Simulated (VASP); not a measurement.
Wanted: the native input for a VASP 6.6.1 run.

```yaml
Task: single point
Functional: LDA
Potentials_or_basis: VASP PAW LDA potentials, release 64 (V_sv, Os)
Cutoff: 520 eV
k_mesh: 7 × 7 × 7
Occupations: fermi-dirac, width 0.1 eV
Spin: collinear spin, ferromagnetic start
Starting_moments: "[0.87, 0.87, 1.28, 0.19] μB"
Fixed_moment: 3.6 μB
Dipole_correction: no
Further_INCAR_settings: ALGO = Normal; EDIFF = 1e-06; NBANDS = 36
```

The structure of V3Os lies in POSCAR:

```
V3Os
1.0
    4.2222960000      0.0000000000      0.0000000000
    2.1111480000      3.6566155983      0.0000000000
    2.1111480000      1.2188718661      3.4474902477
V Os
3 1
Direct
    0.2500000000      0.2500000000      0.2500000000
    0.7500000000      0.7500000000      0.7500000000
    0.5000000000      0.5000000000      0.5000000000
    0.0000000000      0.0000000000      0.0000000000
```

One way to write it, as run:

INCAR

```
  ALGO = Normal
  EDIFF = 1E-6
  ENCUT = 520
  ISIF = 2
  ISMEAR = -1
  ISPIN = 2
  LASPH = True
  LCHARG = False
  LMAXMIX = 4
  LORBIT = 11
  LREAL = False
  LWAVE = False
  MAGMOM = 0.87 0.87 1.28 0.19
  NBANDS = 36
  NELM = 150
  NUPDOWN = 3.6
  PREC = Accurate
  SIGMA = 0.1
```

KPOINTS

```
k-points
0
Gamma
  7 7 7
```

Potentials or basis: VASP PAW LDA potentials, release 64 (V_sv, Os).

Command:

```sh
$ cat potpaw_LDA.64/V_sv/POTCAR potpaw_LDA.64/Os/POTCAR > POTCAR
$ mpirun -np 1 vasp_std > vasp.out
```

Results of the run:

```yaml
Pressure: -2.9 GPa
Net_moment: 3.60 μB per cell
Site_moments: V +0.83, +1.22 (each value once); Os +0.24 μB
Valence_electrons_inside_the_program's_atomic_spheres: V 11.72, 11.69 (each value once); Os 7.66
```

Caveat: the total moment is fixed, so each spin has its own Fermi level.

It took 57 s on 1 thread of Intel(R) Xeon(R) Platinum 8488C (Sapphire Rapids) (shared host), peak memory 0.2 GiB.
